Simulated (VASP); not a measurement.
A run of VASP 6.6.1:

INCAR

```
SYSTEM = Sr
ALGO = Normal ; EDIFF = 1E-8
ENCUT = 520 ; GGA = CA
ISIF = 2 ; ISMEAR = -1
LASPH = .TRUE. ; LCHARG = .FALSE.
LEFG = .TRUE. ; LREAL = .FALSE.
LWAVE = .FALSE. ; NBANDS = 17
NELM = 100 ; PREC = Accurate
SIGMA = 0.08
```

Contents of KPOINTS:

```
k-points
0
G
  10 10 5
  0 0 0
```

POSCAR

```
Sr
1.0
    4.3243192635      0.0000000000      0.0000000000
   -2.1621596318      3.7449703362      0.0000000000
    0.0000000000      0.0000000000      7.0734220990
Sr
2
Direct
    0.3333333333      0.6666666667      0.2500000000
    0.6666666667      0.3333333333      0.7500000000
```

Potentials or basis: VASP PAW LDA potentials, release 64 (Sr_sv).

Launch:

```console
$ cat potpaw_LDA.64/Sr_sv/POTCAR > POTCAR
$ mpirun -np 1 vasp_std > vasp.out
```

Hardware: 1 thread of AMD EPYC 9R45 96-Core Processor (Zen 5), on a shared host.

Question: How long does it take, and how much memory?

Answer: Wall time 38 s on 1 thread of AMD EPYC 9R45 96-Core Processor (Zen 5), on a shared host, peak memory 0.19 GiB. Counts: scf iterations 13, k points 42.
